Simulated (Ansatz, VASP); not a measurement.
Al: VASP beside Ansatz

```
Al
1.0
     2.88960    0.00000    0.00000
    -1.44480    2.50247    0.00000
     0.00000    0.00000    5.00940
Al
2
Direct
  0.66667 0.33333 0.75000
  0.33333 0.66667 0.25000
```

Alike in both runs: task single point; functional PBEsol; k mesh 18 × 18 × 10; occupations gaussian, width 0.15 eV; no spin polarisation.

|  | VASP | Ansatz |
| --- | --- | --- |
| version | VASP 6.6.1 | Ansatz 0.2.0 |
| potentials or method | VASP PAW PBE potentials, release 64 (Al), cutoff 520 eV | scalar-relativistic, plane waves, PAW |
| valence electrons in the cell | 6 | 6 |

|  | VASP | Ansatz | Ansatz less VASP |
| --- | --- | --- | --- |
| gap on the k mesh at the Fermi level (eV) | none | none | - |
| pressure (GPa) | -6.3 | -6.3 | -0.05 |
| traceless stress, the component that is largest in VASP (GPa) | -0.66 | -0.65 | +0.012 |

VASP's potentials were made for PBE, not for PBEsol, and Ansatz warns of the same on its side. A gap of «none» marks a metal or a gap that the smearing closes. With one functional, cell and mesh, what is left measures potentials, basis and numerics.
